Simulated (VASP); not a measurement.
# Be (P6_3/mmc) in VASP: notebook

Runs on Be. Level: PBEsol. Tasks: relaxation of cell and atoms.

All numbers are computed with VASP 6.6.1; they aren't measurements. Logs are shortened: lines on timing, memory, paths and dates and some standing lists are left out, and cuts for length are marked.

### Step 1. The cell of the first run

It takes space group P6_3/mmc (No. 194, hexagonal). The conventional cell has a = 1.981 Å, b = 1.981 Å, c = 3.209 Å, α = 90.00°, β = 90.00°, γ = 120.00°. Within 2.6 Å of Be (site symmetry -6m2) lie 12 Be at 1.97 to 1.98 Å.

### Step 2. Relaxation of cell and atoms, PBEsol, target pressure 80 GPa, at which the enthalpy is minimised

Input file INCAR:

```
PREC     = Accurate       # precision mode
ENCUT    = 600            # plane-wave cutoff, eV
EDIFF    = 1E-6           # SCF threshold, eV
ISMEAR   = -1             # smearing method
SIGMA    = 0.1            # smearing width, eV
LREAL    = F              # projectors in reciprocal space
LASPH    = T              # aspherical terms in the spheres
NELM     = 80             # most SCF steps
ALGO     = Normal         # electronic algorithm
ISIF     = 3              # what is computed and relaxed
LWAVE    = F              # write WAVECAR
LCHARG   = F              # write CHGCAR
GGA      = PS             # functional
IBRION   = 2              # ionic algorithm
NSW      = 60             # ionic steps
EDIFFG   = -0.005         # ionic threshold
PSTRESS  = 800.0
```

Input file KPOINTS:

```
Automatic mesh
0
Gamma
  22 22 12
```

Input file POSCAR:

```
Be
1.0
    1.9811621280      0.0000000000      0.0000000000
   -0.9905810640      1.7157367319      0.0000000000
    0.0000000000      0.0000000000      3.2094826474
Be
2
Direct
    0.3333333333      0.6666666667      0.2500000000
    0.6666666667      0.3333333333      0.7500000000
```

Potentials or basis: VASP PAW PBE potentials, release 64 (Be).

Launch:

```console
cat potpaw_PBE.64/Be/POTCAR > POTCAR
mpirun -np 1 vasp_std > vasp.out
```

OUTCAR:

```text
PREC = Accurate
   ENCUT = 600
   EDIFF = 1E-6
   ISMEAR = -1
   LREAL = F
   LASPH = T
   NELM = 80
   ISIF = 3
   GGA = PS
   IBRION = 2
   NSW = 60
   EDIFFG = -0.005
   PSTRESS = 800.0

 ion  position               nearest neighbor table
   1  0.333  0.667  0.250-   2 1.97   2 1.97   2 1.97   2 1.97   2 1.97   2 1.97
   2  0.667  0.333  0.750-   1 1.97   1 1.97   1 1.97   1 1.97   1 1.97   1 1.97

  LATTYP: Found a hexagonal cell.
 ALAT       =     1.9811621280
 C/A-ratio  =     1.6200000000

  Lattice vectors:

 A1 = (   1.9811621280,   0.0000000000,   0.0000000000)
 A2 = (  -0.9905810640,   1.7157367319,   0.0000000000)
 A3 = (   0.0000000000,   0.0000000000,   3.2094826474)

Analysis of symmetry for initial positions (statically):
=====================================================================
 Subroutine PRICEL returns:
 Original cell was already a primitive cell.

 Routine SETGRP: Setting up the symmetry group for a
 hexagonal supercell.

 Subroutine GETGRP returns: Found 24 space group operations
 (whereof 12 operations were pure point group operations)
 out of a pool of 24 trial point group operations.

The static configuration has the point symmetry D_3d.
 The point group associated with its full space group is D_6h.

Analysis of symmetry for dynamics (positions and initial velocities):
=====================================================================
 Subroutine PRICEL returns:
 Original cell was already a primitive cell.

 Routine SETGRP: Setting up the symmetry group for a
 hexagonal supercell.

 Subroutine GETGRP returns: Found 24 space group operations
 (whereof 12 operations were pure point group operations)
 out of a pool of 24 trial point group operations.

The dynamic configuration has the point symmetry D_3d.
 The point group associated with its full space group is D_6h.

 Subroutine INISYM returns: Found 24 space group operations
 (whereof 12 operations are pure point group operations),
 and found     1 'primitive' translations

----------------------------------------------------------------------------------------

                                     Primitive cell

  volume of cell :      10.9095

  direct lattice vectors                    reciprocal lattice vectors
     1.981162128  0.000000000  0.000000000     0.504754248  0.291420001  0.000000000
    -0.990581064  1.715736732  0.000000000     0.000000000  0.582840002  0.000000000
     0.000000000  0.000000000  3.209482647     0.000000000  0.000000000  0.311576696

  length of vectors
     1.981162128  1.981162128  3.209482647     0.582840002  0.582840002  0.311576696

  position of ions in fractional coordinates (direct lattice)
     0.333333333  0.666666667  0.250000000
     0.666666667  0.333333333  0.750000000

  ion indices of the primitive-cell ions
   primitive index   ion index
                 1           1
                 2           2

----------------------------------------------------------------------------------------

 KPOINTS: Automatic mesh

Automatic generation of k-mesh.
 Grid dimensions read from file:
 generate k-points for:   22   22   12

 Generating k-lattice:

  Cartesian coordinates                     Fractional coordinates (reciprocal lattice)
     0.022943375  0.013246364  0.000000000     0.045454545 -0.000000000  0.000000000
     0.000000000  0.026492727  0.000000000     0.000000000  0.045454545  0.000000000
     0.000000000  0.000000000  0.025964725     0.000000000  0.000000000  0.083333333

  Length of vectors
     0.026492727  0.026492727  0.025964725

  Shift w.r.t. Gamma in fractional coordinates (k-lattice)
     0.000000000  0.000000000  0.000000000

 Subroutine IBZKPT returns following result:
 ===========================================

 Found    364 irreducible k-points:

 Following reciprocal coordinates:
            Coordinates               Weight
  0.000000  0.000000  0.000000      1.000000
  0.045455  0.000000  0.000000      6.000000
  0.090909  0.000000  0.000000      6.000000
  0.136364 -0.000000  0.000000      6.000000
  0.181818  0.000000  0.000000      6.000000
  0.227273  0.000000  0.000000      6.000000
[... 16 lines left out ...]
  0.090909  0.090909  0.000000      6.000000
  0.136364  0.090909  0.000000     12.000000
 [... further k-points ...]
   k-points           NKPTS =    364   k-points in BZ     NKDIM =    364   number of bands    NBANDS=      6
   number of dos      NEDOS =    301   number of ions     NIONS =      2
   total plane-waves  NPLWV =   7168
   dimension x,y,z NGX =    16 NGY =   16 NGZ =   28
   dimension x,y,z NGXF=    32 NGYF=   32 NGZF=   56
   ions per type =               2
   NGX,Y,Z   is equivalent  to a cutoff of  13.43, 13.43, 14.50 a.u.
   NGXF,Y,Z  is equivalent  to a cutoff of  26.85, 26.85, 29.01 a.u.
 SYSTEM =  unknown system
   PREC   = accura    normal or accurate (medium, high low for compatibility)
   ISTART =      0    job   : 0-new  1-cont  2-samecut
   ICHARG =      2    charge: 1-file 2-atom 10-const
   ISPIN  =      1    spin polarized calculation?
   LNONCOLLINEAR =      F non collinear calculations
   LSORBIT =      F    spin-orbit coupling
   LASPH  =      T    aspherical Exc in radial PAW
   ENCUT  =  600.0 eV  44.10 Ry    6.64 a.u.   3.96  3.96  6.41*2*pi/ulx,y,z
   NELM   =     80;   NELMIN=  2; NELMDL= -5     # of ELM steps
   EDIFF  = 0.1E-05   stopping-criterion for ELM
   LREAL  =      F    real-space projection
   EDIFFG = -.5E-02   stopping-criterion for IOM
   NSW    =     60    number of steps for IOM
   IBRION =      2    ionic relax: 0-MD 1-quasi-New 2-CG
   NFREE  =      1    steps in history (QN), initial steepest desc. (CG)
   ISIF   =      3    stress and relaxation
   ISYM   =      2    0-nonsym 1-usesym 2-fastsym
   POTIM  = 0.5000    time-step for ionic-motion
   TEBEG  =    0.0;   TEEND  =   0.0 temperature during run
   PSTRESS=  800.0 pullay stress
   NELECT =       4.0000    total number of electrons
   NUPDOWN=      -1.0000    fix difference up-down
   EMIN   =  10.00;   EMAX   =-10.00  energy-range for DOS
   EFERMI =   0.00;   METHOD = LEGACY
   ISMEAR =    -1;   SIGMA  =   0.10  broadening in eV -4-tet -1-fermi 0-gaus
   EFERMI_NEDOS =   21; number of points for ismear=-14 and -15
   IALGO  =     38    algorithm
   IMIX   =      4    mixing-type and parameters
     AMIX     =   0.40;   BMIX     =  1.00
     AMIX_MAG =   1.60;   BMIX_MAG =  1.00
  volume/ion in A,a.u.               =       5.45        36.81
  Fermi-wavevector in a.u.,A,eV,Ry     =   1.171727  2.214242 18.680024  1.372943
  Thomas-Fermi vector in A             =   2.308166
   LORBIT       =      0    0 simple, 1 ext, 2 COOP (PROOUT), +10 PAW based schemes
   GGA     = PS    functional components
   LHFCALC =     F    Hartree Fock is set to
   AEXX    =    0.0000 exact exchange contribution
   IVDW    =     0    specifies the selected vdW correction
   LEPSILON=     F    determine dielectric tensor
   LRPA    =     F    only Hartree local field effects (RPA)
 conjugate gradient relaxation of ions
 non-spin polarized calculation
  energy-cutoff  :      600.00
  volume of cell :       10.91
 maximum number of plane-waves:       373
 NGX is ok and might be reduce to    16
   NGX =  7   NGY =  7   NGZ = 13

--------------------------------------- Ionic step        1  -------------------------------------------

 number of electron       4.0000000 magnetization

 Free energy of the ion-electron system (eV)
  ---------------------------------------------------
  ext. energy  EPLUGINS =         0.00000000
  ---------------------------------------------------
  free energy    TOTEN  =        -7.04792985 eV

  energy without entropy =       -7.04548005  energy(sigma->0) =       -7.04670495

------------------------ aborting loop because EDIFF is reached ----------------------------------------

  FORCE on cell =-STRESS in cart. coord.  units (eV):
  Direction    XX          YY          ZZ          XY          YZ          ZX
  --------------------------------------------------------------------------------------
  -------------------------------------------------------------------------------------
  Total        5.8265930      5.8265930      5.1589412     -0.0000000      0.0000000      0.0000000
  in kB      855.6961207    855.6961207    757.6444740     -0.0000000      0.0000000      0.0000000
  external PRESSURE =      23.0122385 kB  Pullay stress =     800.0000000 kB

 VOLUME and BASIS-vectors are now :
 -----------------------------------------------------------------------------
  energy-cutoff  :      600.00
  volume of cell :       10.91
      direct lattice vectors                 reciprocal lattice vectors
     1.981162128  0.000000000  0.000000000     0.504754248  0.291420001  0.000000000
    -0.990581064  1.715736732  0.000000000     0.000000000  0.582840002  0.000000000
     0.000000000  0.000000000  3.209482647     0.000000000  0.000000000  0.311576696
[... 122 lines left out ...]
  FREE ENERGIE OF THE ION-ELECTRON SYSTEM (eV)
  ---------------------------------------------------
  free  energy   TOTEN  =        -7.0834781099 eV

  energy  without entropy=       -7.0806709572  energy(sigma->0) =       -7.08207453

  enthalpy is  TOTEN    =        -1.6039294905 eV   P V=        5.4795486193

--------------------------------------- Ionic step        5  -------------------------------------------

 number of electron       4.0000000 magnetization

 Free energy of the ion-electron system (eV)
  ---------------------------------------------------
  ext. energy  EPLUGINS =         0.00000000
  ---------------------------------------------------
  free energy    TOTEN  =        -7.08871693 eV

  energy without entropy =       -7.08592111  energy(sigma->0) =       -7.08731902

 E-fermi :  10.4605     XC(G=0): -11.8708

 val. band max:       10.4483623140   @ k =   0.2727   0.2273   0.0833
 cond. band min:      10.5600668823   @ k =   0.2727   0.1364   0.0000
 fundamental gap:      0.1117045683
 Fermi energy:        10.4605240891

 k-point     1 :       0.0000    0.0000    0.0000
  band No.  band energies     occupation
      1      -2.9551      2.00000
      2       4.2489      2.00000
      3      12.7721      0.00000
      4      31.9920      0.00000
      5      31.9920      0.00000
      6      35.5412      0.00000

 k-point     2 :       0.0455    0.0000    0.0000
  band No.  band energies     occupation
      1      -2.8895      2.00000
      2       4.3502      2.00000
      3      12.7651      0.00000
      4      31.3039      0.00000
      5      31.4056      0.00000
      6      35.5960      0.00000
[... 181 lines left out ...]
 k-point    23 :       0.0909    0.0909    0.0000
  band No.  band energies     occupation
      1      -2.1639      2.00000
      2       5.4634      2.00000
      3      12.6702      0.00000
      4      26.4231      0.00000
      5      27.7857      0.00000
      6      35.6603      0.00000

 k-point    24 :       0.1364    0.0909    0.0000
  band No.  band energies     occupation
      1      -1.6991      2.00000
      2       6.1699      2.00000
      3      12.5872      0.00000
      4      24.2536      0.00000
      5      26.4971      0.00000
      6      34.3159      0.00000

 [... further k-points ...]

------------------------ aborting loop because EDIFF is reached ----------------------------------------

  FORCE on cell =-STRESS in cart. coord.  units (eV):
  Direction    XX          YY          ZZ          XY          YZ          ZX
  --------------------------------------------------------------------------------------
  -------------------------------------------------------------------------------------
  Total        5.4851379      5.4851379      5.4841904      0.0000000      0.0000000      0.0000000
  in kB      800.0533554    800.0533555    799.9151492      0.0000000      0.0000000      0.0000000
  external PRESSURE =       0.0072867 kB  Pullay stress =     800.0000000 kB

 VOLUME and BASIS-vectors are now :
 -----------------------------------------------------------------------------
  energy-cutoff  :      600.00
  volume of cell :       10.98
      direct lattice vectors                 reciprocal lattice vectors
     1.994183742 -0.000000000  0.000000000     0.501458305  0.289517088 -0.000000000
    -0.997091871  1.727013781 -0.000000000     0.000000000  0.579034175 -0.000000000
     0.000000000  0.000000000  3.189467699     0.000000000  0.000000000  0.313531942

 POSITION                                       TOTAL-FORCE (eV/Angst)
 -----------------------------------------------------------------------------------
     -0.00000      1.15134      0.79737         0.000000     -0.000000      0.000000
      0.99709      0.57567      2.39210        -0.000000      0.000000      0.000000
 -----------------------------------------------------------------------------------
    total drift:                                0.000000     -0.000000      0.000000

  FREE ENERGIE OF THE ION-ELECTRON SYSTEM (eV)
  ---------------------------------------------------
  free  energy   TOTEN  =        -7.0887169328 eV

  energy  without entropy=       -7.0859211138  energy(sigma->0) =       -7.08731902

  enthalpy is  TOTEN    =        -1.6039448290 eV   P V=        5.4847721038

 reached required accuracy - stopping structural energy minimisation
```

It took 53 s on 1 thread of Intel Xeon 8259CL, shared host; peak memory 0.14 GiB.

Results:

```yaml
Free_energy: -7.0887 eV
Relaxed_volume: 5.49 Å³/atom
Relaxed_cell: a = 1.994 Å, b = 1.994 Å, c = 3.189 Å, α = 90.00°, β = 90.00°, γ = 120.00°
Space_group_after_relaxing_to_0.1_Å: P6_3/mmc (No. 194)
Energy_change_on_relaxing_the_run_minimises_the_enthalpy: -20.4 meV/atom
Ionic_steps: 5
Pressure_after_relaxing: 80.0 GPa
Band_gap_on_the_k_mesh: zero (bands 2 and 3 overlap by 2.25 eV)
```

The path:
```tsv
step	energy change (eV)	largest force (eV/Å)	pressure (GPa)	volume (Å³)
1	0.0000	0.0000	82.30	10.91
2	-0.0645	0.0000	78.50	11.03
3	-0.0495	0.0000	79.43	11.00
4	-0.0355	0.0000	80.35	10.97
5	-0.0408	0.0000	80.00	10.98
```

Final structure:
```yaml
crystal:
  lattice:
    - [1.99418, 0.00000, 0.00000]
    - [-0.99709, 1.72701, 0.00000]
    - [0.00000, 0.00000, 3.18947]
  atoms:
    - { symbol: Be, position: [0.33333, 0.66667, 0.25000] }
    - { symbol: Be, position: [0.66667, 0.33333, 0.75000] }
```

Levels at points of the mesh, in eV from the Fermi level:
```tsv
k point	band 1	band 2	band 3	band 4	band 5	band 6
(0.00, 0.00, 0.00)	-13.42	-6.21	2.31	21.53	21.53	25.08
(0.50, 0.00, 0.00)	-6.55	-3.48	4.50	7.79	9.36	12.55
(0.00, 0.00, 0.50)	-11.08	-11.08	13.51	13.51	23.69	23.69
(0.50, 0.00, 0.50)	-4.92	-4.92	2.96	2.96	15.89	15.89
```

Caveat: the cell is relaxed towards a set pressure, so the run minimises the enthalpy, not the energy; the PAW data sets were made with another functional, which shifts forces and pressure a little.

### Step 3. Relaxation of cell and atoms, PBEsol, target pressure 80 GPa, at which the enthalpy is minimised

This run uses another cell than the first one, of 5.48 Å³/atom.

Input file INCAR:

```
SYSTEM = Be
  PREC = Accurate
  ENCUT = 600
  EDIFF = 1E-6
  ISMEAR = -1
  SIGMA = 0.1
  LREAL = .False.
  LASPH = .True.
  NELM = 80
  ALGO = Normal
  ISIF = 3
  LWAVE = .False.
  LCHARG = .False.
  GGA = PS
  IBRION = 2
  NSW = 32
  EDIFFG = -0.005
  PSTRESS = 800.0
```

Input file KPOINTS:

```
Automatic mesh
0
Gamma
  22 22 12
  0 0 0
```

Input file POSCAR:

```
Be
1.0
    1.9925259574      0.0000000000      0.0000000000
   -0.9962629787      1.7255780968      0.0000000000
    0.0000000000      0.0000000000      3.1866399583
Be
2
Direct
    0.3333333333      0.6666666667      0.2500000000
    0.6666666667      0.3333333333      0.7500000000
```

Potentials or basis: VASP PAW PBE potentials, release 64 (Be).

Launch:

```console
cat potpaw_PBE.64/Be/POTCAR > POTCAR
mpirun -np 1 vasp_std > vasp.out
```

Wall time 35 s (1 thread of Intel Xeon 8259CL, shared host); peak memory 0.14 GiB.

The run converged. Its results:

```yaml
Free_energy: -7.0887 eV
Relaxed_volume: 5.49 Å³/atom
Relaxed_cell: a = 1.994 Å, b = 1.994 Å, c = 3.190 Å, α = 90.00°, β = 90.00°, γ = 120.00°
Space_group_after_relaxing_to_0.1_Å: P6_3/mmc (No. 194)
Energy_change_on_relaxing_the_run_minimises_the_enthalpy: -7.0 meV/atom
Ionic_steps: 3
Pressure_after_relaxing: 80.0 GPa
Band_gap_on_the_k_mesh: zero (bands 2 and 3 overlap by 2.25 eV)
```

Step by step:
| step | energy change (eV) | largest force (eV/Å) | pressure (GPa) | volume (Å³) |
| --- | --- | --- | --- | --- |
| 1 | 0.0000 | 0.0000 | 80.91 | 10.96 |
| 2 | -0.0248 | 0.0000 | 79.31 | 11.01 |
| 3 | -0.0141 | 0.0000 | 80.00 | 10.98 |

Final structure:
```yaml
crystal:
  lattice:
    - [1.99417, 0.00000, 0.00000]
    - [-0.99709, 1.72700, 0.00000]
    - [0.00000, 0.00000, 3.18953]
  atoms:
    - { symbol: Be, position: [0.33333, 0.66667, 0.25000] }
    - { symbol: Be, position: [0.66667, 0.33333, 0.75000] }
```

Levels at points of the mesh, in eV from the Fermi level:
```csv
k point,band 1,band 2,band 3,band 4,band 5,band 6
"(0.00, 0.00, 0.00)",-13.42,-6.21,2.31,21.53,21.53,25.08
"(0.50, 0.00, 0.00)",-6.55,-3.48,4.50,7.79,9.36,12.55
"(0.00, 0.00, 0.50)",-11.08,-11.08,13.51,13.51,23.69,23.69
"(0.50, 0.00, 0.50)",-4.92,-4.92,2.96,2.96,15.89,15.89
```

Caveat: the cell is relaxed towards a set pressure, so the run minimises the enthalpy, not the energy; the PAW data sets were made with another functional, which shifts forces and pressure a little.

The gap in the log of VASP goes by the Fermi energy; the results here count the filled bands.